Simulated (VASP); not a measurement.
ScAlN2: single point with PBE

ScAlN2:

```
Sc Al N
1.0
     1.46606    0.84643    4.74575
    -1.46606    0.84643    4.74575
     0.00000   -1.69286    4.74575
Sc Al N
1 1 2
Cartesian
  1.4661 0.8464 4.7458
  0.0000 0.0000 7.1186
  0.0000 0.0000 3.4641
  0.0000 0.0000 10.7732
```

This cell differs from its parent crystal: volume changed by -10%.

| Property | Result |
| --- | --- |
| Program | VASP 6.6.1 |
| Task | single point |
| Functional | PBE |
| Potentials or basis | VASP PAW PBE potentials, release 64 (Sc_sv, Al, N) |
| Cutoff | 520 eV |
| k mesh | 4 × 4 × 4 |
| Occupations | gaussian, width 0.01 eV |
| Spin | no spin polarisation |
| Dipole correction | no |
| Further INCAR settings | ALGO = Normal; EDIFF = 1e-06; NBANDS = 20 |

| Item | Value |
| --- | --- |
| Pressure | 35.5 GPa |
| Largest force | 0.271 eV/Å |
| Band gap on the k mesh | 0.50 eV, indirect (least direct gap 2.46 eV) |

Forces in eV/Å, atoms in the order of the input:
```
Sc   0.000  0.000  0.000
Al   0.000  0.000  0.000
N    0.000  0.000 -0.271
N    0.000  0.000  0.271
```

Stress tensor (GPa, compression positive):
```
36.25  0.00  0.00
 0.00 36.25  0.00
 0.00  0.00 34.11
```

Levels at points of the mesh, in eV from the valence-band top:
```tsv
k point	band 10	band 11	band 12	band 13	band 14	band 15
(0.00, 0.00, 0.00)	-0.39	-0.39	0.00	3.27	3.40	3.40
(0.50, 0.00, 0.00)	-3.56	-1.88	-1.19	2.16	5.86	6.06
(0.50, 0.50, 0.00)	-2.56	-2.47	-1.96	0.50	5.50	5.86
(0.50, 0.50, 0.50)	-2.23	-1.10	-1.10	3.20	3.61	3.61
```

Run time: 22 s on 1 thread of AMD EPYC 9R45 96-Core Processor (Zen 5), on a shared host, peak memory 0.2 GiB.

Caveat: the k points lie up to 0.63 Å⁻¹ apart. A k mesh can miss the band edges.
